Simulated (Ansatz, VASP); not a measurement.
# One calculation of Se, two programs

```
CELL_PARAMETERS angstrom
0.00000 3.16570 3.16570
3.16570 0.00000 3.16570
3.16570 3.16570 0.00000
ATOMIC_POSITIONS crystal
Se 0.87500 0.87500 0.87500
Se 0.12500 0.12500 0.12500
```

Alike in both runs: task single point; functional PBE; k mesh 11 × 11 × 11; occupations fermi-dirac, width 0.1 eV; no spin polarisation.

|  | VASP | Ansatz |
| --- | --- | --- |
| version | VASP 6.6.1 | Ansatz 0.2.0 |
| potentials or method | VASP PAW PBE potentials, release 64 (Se), cutoff 520 eV | all-electron LAPW, scalar-relativistic |

```tsv
	VASP	Ansatz	Ansatz less VASP
pressure (GPa)	0.0	0.0	-0.02
```

Ansatz ran all-electron here, and VASP with PAW potentials.
